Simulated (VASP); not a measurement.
# LiH3 in VASP: further runs

LiH3 is run at these levels: PBE, PBEsol; tasks: single point.

All numbers are computed with VASP 6.6.1; they aren't measurements. Logs are shortened: lines on timing, memory, paths and dates and some standing lists are left out, and cuts for length are marked.

## 1. The cell of the first run

Symmetry: I4/mmm, No. 139, tetragonal system. The conventional cell has a = 4.347 Å, b = 4.347 Å, c = 6.808 Å, α = 90.00°, β = 90.00°, γ = 90.00°. Within 2.9 Å of Li (site symmetry 4mm) lie 12 H at 2.17 to 2.50 Å. H (site symmetry 2mm) has 2 H at 0.95 to 1.23 Å within 1.3 Å. H (site symmetry -4m2) has 2 H at 1.23 Å within 1.6 Å.

The cell was generated, and may not be a known phase.

## 2. Single point, PBE

The input, INCAR:

```
PREC = Accurate
ENCUT = 520
EDIFF = 1E-7
ISMEAR = 0
SIGMA = 0.1
LREAL = F
LASPH = T
NELM = 100
ALGO = Normal
ISIF = 2
LWAVE = F
LCHARG = T
GGA = PE
LELF = T
LVHAR = T
NBANDS = 16
```

The input, KPOINTS:

```
Automatic mesh
0
Gamma
  6 6 6
```

The input, POSCAR:

```
LiH3
1.0
   -2.1736572400      2.1736572400      3.4039297800
    2.1736572400     -2.1736572400      3.4039297800
    2.1736572400      2.1736572400     -3.4039297800
Li H
2 6
Direct
    0.2505385600      0.2505385600      0.0000000000
    0.7494614400      0.7494614400      0.0000000000
    0.5698218900      0.0698218900      0.5000000000
    0.0698218900      0.5698218900      0.5000000000
    0.4301781100      0.9301781100      0.5000000000
    0.9301781100      0.4301781100      0.5000000000
    0.7500000000      0.2500000000      0.5000000000
    0.2500000000      0.7500000000      0.5000000000
```

Potentials or basis: VASP PAW PBE potentials, release 64 (Li_sv, H).

Command:

```
$ cat potpaw_PBE.64/Li_sv/POTCAR potpaw_PBE.64/H/POTCAR > POTCAR
$ mpirun -np 1 vasp_std > vasp.out
```

OUTCAR:

```text
PREC = Accurate
   ENCUT = 520
   EDIFF = 1E-7
   ISMEAR = 0
   LREAL = F
   LASPH = T
   NELM = 100
   ISIF = 2
   GGA = PE

 ion  position               nearest neighbor table
   1  0.251  0.251  0.000-
   2  0.749  0.749  0.000-
   3  0.570  0.070  0.500-
   4  0.070  0.570  0.500-
   5  0.430  0.930  0.500-
   6  0.930  0.430  0.500-
   7  0.750  0.250  0.500-
   8  0.250  0.750  0.500-

  LATTYP: Found a body centered tetragonal cell.
 ALAT       =     4.3473144800
 C/A-ratio  =     1.5659919684

  Lattice vectors:

 A1 = (  -2.1736572400,   2.1736572400,   3.4039297800)
 A2 = (   2.1736572400,  -2.1736572400,   3.4039297800)
 A3 = (   2.1736572400,   2.1736572400,  -3.4039297800)

Analysis of symmetry for initial positions (statically):
=====================================================================
 Subroutine PRICEL returns:
 Original cell was already a primitive cell.

 Routine SETGRP: Setting up the symmetry group for a
 body centered tetragonal supercell.

 Subroutine GETGRP returns: Found 16 space group operations
 (whereof 16 operations were pure point group operations)
 out of a pool of 16 trial point group operations.

The static configuration has the point symmetry D_4h.

Analysis of symmetry for dynamics (positions and initial velocities):
=====================================================================
 Subroutine PRICEL returns:
 Original cell was already a primitive cell.

 Routine SETGRP: Setting up the symmetry group for a
 body centered tetragonal supercell.

 Subroutine GETGRP returns: Found 16 space group operations
 (whereof 16 operations were pure point group operations)
 out of a pool of 16 trial point group operations.

The dynamic configuration has the point symmetry D_4h.

 Subroutine INISYM returns: Found 16 space group operations
 (whereof 16 operations are pure point group operations),
 and found     1 'primitive' translations

----------------------------------------------------------------------------------------

                                     Primitive cell

  volume of cell :      64.3314

  direct lattice vectors                    reciprocal lattice vectors
    -2.173657240  2.173657240  3.403929780     0.000000000  0.230027067  0.146889047
     2.173657240 -2.173657240  3.403929780     0.230027067  0.000000000  0.146889047
     2.173657240  2.173657240 -3.403929780     0.230027067  0.230027067  0.000000000

  length of vectors
     4.586535680  4.586535680  4.586535680     0.272926444  0.272926444  0.325307398

  position of ions in fractional coordinates (direct lattice)
     0.250538560  0.250538560  0.000000000
     0.749461440  0.749461440  0.000000000
     0.569821890  0.069821890  0.500000000
     0.069821890  0.569821890  0.500000000
     0.430178110  0.930178110  0.500000000
     0.930178110  0.430178110  0.500000000
     0.750000000  0.250000000  0.500000000
     0.250000000  0.750000000  0.500000000

  ion indices of the primitive-cell ions
   primitive index   ion index
                 1           1
                 2           2
                 3           3
                 4           4
                 5           5
                 6           6
                 7           7
                 8           8

----------------------------------------------------------------------------------------

 KPOINTS: Automatic mesh

Automatic generation of k-mesh.
 Grid dimensions read from file:
 generate k-points for:    6    6    6

 Generating k-lattice:

  Cartesian coordinates                     Fractional coordinates (reciprocal lattice)
     0.000000000  0.038337845  0.024481508     0.166666667  0.000000000  0.000000000
     0.038337845  0.000000000  0.024481508     0.000000000  0.166666667  0.000000000
     0.038337845  0.038337845  0.000000000     0.000000000  0.000000000  0.166666667

  Length of vectors
     0.045487741  0.045487741  0.054217900

  Shift w.r.t. Gamma in fractional coordinates (k-lattice)
     0.000000000  0.000000000  0.000000000

 Subroutine IBZKPT returns following result:
 ===========================================

 Found     30 irreducible k-points:

 Following reciprocal coordinates:
            Coordinates               Weight
  0.000000  0.000000  0.000000      1.000000
  0.166667  0.000000  0.000000      8.000000
  0.333333 -0.000000  0.000000      8.000000
  0.500000 -0.000000  0.000000      4.000000
  0.166667  0.166667  0.000000      8.000000
  0.333333  0.166667  0.000000     16.000000
[... 16 lines left out ...]
 -0.333333 -0.333333  0.166667      8.000000
 -0.166667 -0.333333  0.166667      8.000000
 [... further k-points ...]
   k-points           NKPTS =     30   k-points in BZ     NKDIM =     30   number of bands    NBANDS=     16
   number of dos      NEDOS =    301   number of ions     NIONS =      8
   total plane-waves  NPLWV =  46656
   dimension x,y,z NGX =    36 NGY =   36 NGZ =   36
   dimension x,y,z NGXF=    72 NGYF=   72 NGZF=   72
   ions per type =               2   6
   NGX,Y,Z   is equivalent  to a cutoff of  13.05, 13.05, 13.05 a.u.
   NGXF,Y,Z  is equivalent  to a cutoff of  26.10, 26.10, 26.10 a.u.
 SYSTEM =  unknown system
   PREC   = accura    normal or accurate (medium, high low for compatibility)
   ISTART =      0    job   : 0-new  1-cont  2-samecut
   ICHARG =      2    charge: 1-file 2-atom 10-const
   ISPIN  =      1    spin polarized calculation?
   LNONCOLLINEAR =      F non collinear calculations
   LSORBIT =      F    spin-orbit coupling
   LASPH  =      T    aspherical Exc in radial PAW
   ENCUT  =  520.0 eV  38.22 Ry    6.18 a.u.   8.53  8.53  8.53*2*pi/ulx,y,z
   NELM   =    100;   NELMIN=  2; NELMDL= -5     # of ELM steps
   EDIFF  = 0.1E-06   stopping-criterion for ELM
   LREAL  =      F    real-space projection
   EDIFFG = 0.1E-05   stopping-criterion for IOM
   NSW    =      0    number of steps for IOM
   IBRION =     -1    ionic relax: 0-MD 1-quasi-New 2-CG
   NFREE  =      0    steps in history (QN), initial steepest desc. (CG)
   ISIF   =      2    stress and relaxation
   ISYM   =      2    0-nonsym 1-usesym 2-fastsym
   POTIM  = 0.5000    time-step for ionic-motion
   TEBEG  =    0.0;   TEEND  =   0.0 temperature during run
   PSTRESS=    0.0 pullay stress
   NELECT =      12.0000    total number of electrons
   NUPDOWN=      -1.0000    fix difference up-down
   EMIN   =  10.00;   EMAX   =-10.00  energy-range for DOS
   EFERMI =   0.00;   METHOD = LEGACY
   ISMEAR =     0;   SIGMA  =   0.10  broadening in eV -4-tet -1-fermi 0-gaus
   EFERMI_NEDOS =   21; number of points for ismear=-14 and -15
   IALGO  =     38    algorithm
   IMIX   =      4    mixing-type and parameters
     AMIX     =   0.40;   BMIX     =  1.00
     AMIX_MAG =   1.60;   BMIX_MAG =  1.00
  volume/ion in A,a.u.               =       8.04        54.27
  Fermi-wavevector in a.u.,A,eV,Ry     =   0.935393  1.767637 11.904567  0.874961
  Thomas-Fermi vector in A             =   2.062296
   LORBIT       =      0    0 simple, 1 ext, 2 COOP (PROOUT), +10 PAW based schemes
   GGA     = PE    functional components
   LHFCALC =     F    Hartree Fock is set to
   AEXX    =    0.0000 exact exchange contribution
   IVDW    =     0    specifies the selected vdW correction
   LEPSILON=     F    determine dielectric tensor
   LRPA    =     F    only Hartree local field effects (RPA)
 non-spin polarized calculation
 Gauss-broadening in eV      SIGMA  =   0.10
  energy-cutoff  :      520.00
  volume of cell :       64.33
 maximum number of plane-waves:      1756
 NGX is ok and might be reduce to    36

 number of electron      11.9999998 magnetization

 Free energy of the ion-electron system (eV)
  ---------------------------------------------------
  ext. energy  EPLUGINS =         0.00000000
  ---------------------------------------------------
  free energy    TOTEN  =       -21.45190833 eV

  energy without entropy =      -21.44198473  energy(sigma->0) =      -21.44694653

 E-fermi :   1.9145     XC(G=0):  -7.6805

 val. band max:        1.8992859518   @ k =  -0.1667   0.3333   0.1667
 cond. band min:       1.9419857126   @ k =   0.5000   0.3333   0.0000
 fundamental gap:      0.0426997608
 Fermi energy:         1.9145057130

 k-point     1 :       0.0000    0.0000    0.0000
  band No.  band energies     occupation
      1     -46.4235      2.00000
      2     -46.4105      2.00000
      3      -9.2197      2.00000
      4      -4.7690      2.00000
      5      -3.5047      2.00000
      6       2.5001      0.00000
[... 8 lines left out ...]
     15       8.6608      0.00000
     16      11.7488      0.00000

 k-point     2 :       0.1667    0.0000    0.0000
  band No.  band energies     occupation
      1     -46.4226      2.00000
      2     -46.4114      2.00000
      3      -9.0344      2.00000
      4      -5.4210      2.00000
      5      -3.0246      2.00000
      6       1.2272      2.00000
[... 8 lines left out ...]
     15       9.8051      0.00000
     16      11.9438      0.00000

 k-point     3 :       0.3333   -0.0000    0.0000
  band No.  band energies     occupation
      1     -46.4201      2.00000
      2     -46.4136      2.00000
      3      -8.4897      2.00000
      4      -6.5381      2.00000
      5      -2.2461      2.00000
      6      -0.1906      2.00000
[... 8 lines left out ...]
     15      11.3942      0.00000
     16      11.7678      0.00000
[... 362 lines left out ...]
 k-point    23 :      -0.3333   -0.3333    0.1667
  band No.  band energies     occupation
      1     -46.4207      2.00000
      2     -46.4130      2.00000
      3      -7.6789      2.00000
      4      -7.2861      2.00000
      5      -3.4210      2.00000
      6       1.0332      2.00000
[... 8 lines left out ...]
     15      10.6966      0.00000
     16      12.5897      0.00000

 k-point    24 :      -0.1667   -0.3333    0.1667
  band No.  band energies     occupation
      1     -46.4218      2.00000
      2     -46.4120      2.00000
      3      -8.3584      2.00000
      4      -6.7307      2.00000
      5      -2.0862      2.00000
      6      -0.3730      2.00000
[... 8 lines left out ...]
     15      10.6361      0.00000
     16      12.2144      0.00000

 [... further k-points ...]
[... 5 lines left out ...]
  --------------------------------------------------------------------------------------
  -------------------------------------------------------------------------------------
  Total       -2.0459115     -2.0459115      5.3282458      0.0000000      0.0000000      0.0000000
  in kB      -50.9535825    -50.9535825    132.7003670      0.0000000      0.0000000      0.0000000
  external PRESSURE =      10.2644007 kB  Pullay stress =       0.0000000 kB

 VOLUME and BASIS-vectors are now :
 -----------------------------------------------------------------------------
  energy-cutoff  :      520.00
  volume of cell :       64.33
      direct lattice vectors                 reciprocal lattice vectors
    -2.173657240  2.173657240  3.403929780     0.000000000  0.230027067  0.146889047
     2.173657240 -2.173657240  3.403929780     0.230027067  0.000000000  0.146889047
     2.173657240  2.173657240 -3.403929780     0.230027067  0.230027067  0.000000000

 POSITION                                       TOTAL-FORCE (eV/Angst)
 -----------------------------------------------------------------------------------
      0.00000      0.00000      1.70563         0.000000      0.000000     -0.001609
      0.00000      0.00000      5.10223         0.000000      0.000000      0.001609
      0.00000      2.17366      0.47534         0.000000     -0.000000     -0.212261
      2.17366      0.00000      0.47534        -0.000000      0.000000     -0.212261
      2.17366      0.00000      2.92859        -0.000000      0.000000      0.212261
      0.00000      2.17366      2.92859         0.000000     -0.000000      0.212261
      0.00000      2.17366      1.70196         0.000000      0.000000     -0.000000
      2.17366      0.00000      1.70196         0.000000      0.000000     -0.000000
 -----------------------------------------------------------------------------------
    total drift:                               -0.000000     -0.000000      0.000000

  FREE ENERGIE OF THE ION-ELECTRON SYSTEM (eV)
  ---------------------------------------------------
  free  energy   TOTEN  =       -21.4519083320 eV

  energy  without entropy=      -21.4419847277  energy(sigma->0) =      -21.44694653
```

Run time: 28 s. Hardware: 1 thread of Intel Xeon 6975P-C (Granite Rapids), shared host; peak memory 0.19 GiB.

Results:

```yaml
Free_energy: -21.4519 eV
Largest_force: 0.212 eV/Å
Band_gap_on_the_k_mesh: zero (bands 6 and 7 overlap by 1.55 eV)
```

Forces in eV/Å, atoms in the order of the input:
```
Li   0.000  0.000 -0.002
Li   0.000  0.000  0.002
H    0.000  0.000 -0.212
H    0.000  0.000 -0.212
H    0.000  0.000  0.212
H    0.000  0.000  0.212
H    0.000  0.000  0.000
H    0.000  0.000  0.000
```

Levels at points of the mesh, in eV from the Fermi level:
```
           k point  band 4  band 5  band 6  band 7  band 8  band 9
(0.00, 0.00, 0.00)   -6.68   -5.42    0.59    1.88    2.35    2.35
(0.50, 0.00, 0.00)   -9.54   -3.25   -3.24    1.68    1.69    2.91
(0.50, 0.50, 0.00)   -7.45   -6.71   -0.98    0.65    1.06    2.62
(0.50, 0.50, 0.50)   -8.55   -7.46    0.26    0.26    2.17    4.34
```

Caveat: the cutoff is under 1.25 times the usual one of these potentials, so pressure, stress and relaxed cells hold a basis-set (Pulay) error.

## 3. Single point, PBE

This run uses another cell than the first one: it holds 4 atoms, not 8.

The input, INCAR:

```
PREC = Accurate
ENCUT = 520
EDIFF = 1E-7
ISMEAR = 0
SIGMA = 0.02
LREAL = False
LASPH = True
NELM = 60
ALGO = Normal
ISIF = 2
LWAVE = False
LCHARG = False
GGA = PE
NBANDS = 11
```

The input, KPOINTS:

```
regular mesh
0
Gamma
  10 10 6
```

The input, POSCAR:

```
LiH3
1.0
    2.7347574975      0.0000000000      0.0000000000
    0.0000000000      2.7347574975      0.0000000000
    0.0000000000      0.0000000000      6.1927094706
Li H
1 3
Direct
    0.0000000000      0.0000000000      0.5000000000
    0.5000000000      0.5000000000      0.0605996859
    0.5000000000      0.5000000000      0.9394003141
    0.5000000000      0.5000000000      0.5000000000
```

Potentials or basis: VASP PAW PBE potentials, release 64 (Li_sv, H).

Command:

```
$ cat potpaw_PBE.64/Li_sv/POTCAR potpaw_PBE.64/H/POTCAR > POTCAR
$ mpirun -np 1 vasp_std > vasp.out
```

Run time: 17 s. Hardware: 1 thread of Intel Xeon 6975P-C (Granite Rapids), shared host; peak memory 0.16 GiB.

It converged, with:

| Quantity | Value |
| --- | --- |
| Free energy | -12.5377 eV |
| Largest force | 0.012 eV/Å |
| Band gap on the k mesh | 0.76 eV (least direct gap 4.72 eV) |

Forces in eV/Å, atoms in the order of the input:
```
Li   0.000  0.000  0.000
H    0.000  0.000 -0.012
H    0.000  0.000  0.012
H    0.000  0.000  0.000
```

Levels at points of the mesh, in eV from the valence-band top:
```csv
k point,band 1,band 2,band 3,band 4,band 5,band 6
"(0.00, 0.00, 0.00)",-45.60,-7.87,-4.01,0.76,7.61,8.89
"(0.50, 0.00, 0.00)",-45.58,-6.52,-2.80,3.44,4.89,6.28
"(0.50, 0.50, 0.00)",-45.56,-5.49,0.00,4.72,4.72,7.99
"(0.00, 0.00, 0.50)",-45.60,-7.81,-4.34,2.85,3.66,11.64
"(0.50, 0.00, 0.50)",-45.58,-6.49,-2.95,4.02,4.45,6.56
"(0.50, 0.50, 0.50)",-45.56,-5.48,-0.09,4.84,4.84,8.28
```

Caveat: the cutoff is under 1.25 times the usual one of these potentials, so pressure, stress and relaxed cells hold a basis-set (Pulay) error.

## 4. Single point, PBEsol

This run uses another cell than the first one: it holds 4 atoms, not 8.

The input, INCAR:

```
SYSTEM = LiH3
ALGO = Normal ; EDIFF = 1E-7
ENCUT = 520 ; GGA = PS
ISIF = 2 ; ISMEAR = 0
LASPH = .True. ; LCHARG = .False.
LREAL = .False. ; LWAVE = .False.
NBANDS = 11 ; NELM = 60
PREC = Accurate ; SIGMA = 0.02
```

The input, KPOINTS:

```
k-points
0
Gamma
  10 10 6
  0 0 0
```

POSCAR is that of step 3.

Command:

```
$ cat potpaw_PBE.64/Li_sv/POTCAR potpaw_PBE.64/H/POTCAR > POTCAR
$ mpirun -np 1 vasp_std > vasp.out
```

Run time: 16 s. Hardware: 1 thread of Intel Xeon 6975P-C (Granite Rapids), shared host; peak memory 0.16 GiB.

It converged, with:

```
Free energy            : -12.2169 eV
Largest force          : 0.358 eV/Å
Band gap on the k mesh : 0.53 eV (least direct gap 4.51 eV)
```

Forces on the atoms (eV/Å):
```
Li   0.000  0.000  0.000
H    0.000  0.000  0.358
H    0.000  0.000 -0.358
H    0.000  0.000  0.000
```

Levels at points of the mesh, in eV from the valence-band top:
```csv
k point,band 1,band 2,band 3,band 4,band 5,band 6,band 7,band 8
"(0.00, 0.00, 0.00)",-45.06,-7.85,-4.09,0.53,7.43,8.83,13.02,13.02
"(0.50, 0.00, 0.00)",-45.04,-6.46,-2.86,3.21,4.73,6.03,6.76,12.09
"(0.50, 0.50, 0.00)",-45.02,-5.39,0.00,4.51,4.51,7.92,9.02,9.02
"(0.00, 0.00, 0.50)",-45.06,-7.79,-4.44,2.63,3.51,11.53,13.09,13.09
"(0.50, 0.00, 0.50)",-45.04,-6.42,-3.03,3.79,4.22,6.47,7.86,9.32
"(0.50, 0.50, 0.50)",-45.02,-5.38,-0.10,4.63,4.63,8.09,8.09,8.95
```

Caveat: the cutoff is under 1.25 times the usual one of these potentials, so pressure, stress and relaxed cells hold a basis-set (Pulay) error; the PAW data sets were made with another functional, which shifts forces and pressure a little. A k mesh can miss the band edges.

(Continued in part 2 of 2.)

The gap in the log of VASP goes by the Fermi energy; the results here count the filled bands.